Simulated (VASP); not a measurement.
Input of a VASP 6.6.1 run:

File INCAR:

```
SYSTEM = Cu
PREC = Accurate
ENCUT = 520
EDIFF = 1E-6
ISMEAR = 0
SIGMA = 0.1
LREAL = Auto
LASPH = .True.
NELM = 80
ALGO = Normal
ISIF = 2
LWAVE = .False.
LCHARG = .False.
GGA = PE
NBANDS = 102
```

KPOINTS

```
regular mesh
0
Gamma
  5 5 5
  0 0 0
```

POSCAR

```
Cu
1.0
    3.6298028101      3.6298028101     -3.6298028101
   -3.6298028101     -3.6298028101     -3.6298028101
   -3.6298028101      3.6298028101      3.6298028101
Cu
16
Direct
    0.2500000000      0.7500000000      0.0000000000
    0.5000000000      0.5000000000      0.0000000000
    0.7500000000      0.2500000000      0.0000000000
    0.7500000000      0.7500000000      0.5000000000
    0.0000000000      0.7500000000      0.2500000000
    0.2500000000      0.5000000000      0.2500000000
    0.5000000000      0.2500000000      0.2500000000
    0.7500000000      0.0000000000      0.2500000000
    0.0000000000      0.0000000000      0.0000000000
    0.5000000000      0.7500000000      0.7500000000
    0.7500000000      0.5000000000      0.7500000000
    0.0000000000      0.5000000000      0.5000000000
    0.2500000000      0.2500000000      0.5000000000
    0.5000000000      0.0000000000      0.5000000000
    0.0000000000      0.2500000000      0.7500000000
    0.2500000000      0.0000000000      0.7500000000
```

Potentials or basis: VASP PAW PBE potentials, release 64 (Cu).

Launch:

```sh
$ cat potpaw_PBE.64/Cu/POTCAR > POTCAR
$ mpirun -np 1 vasp_std > vasp.out
```

Predict the band gap on the k mesh.

zero (band 88 reaches 7.76 eV, above the bottom of band 89 at 6.69 eV).

Predict the pressure.

0.6 GPa.
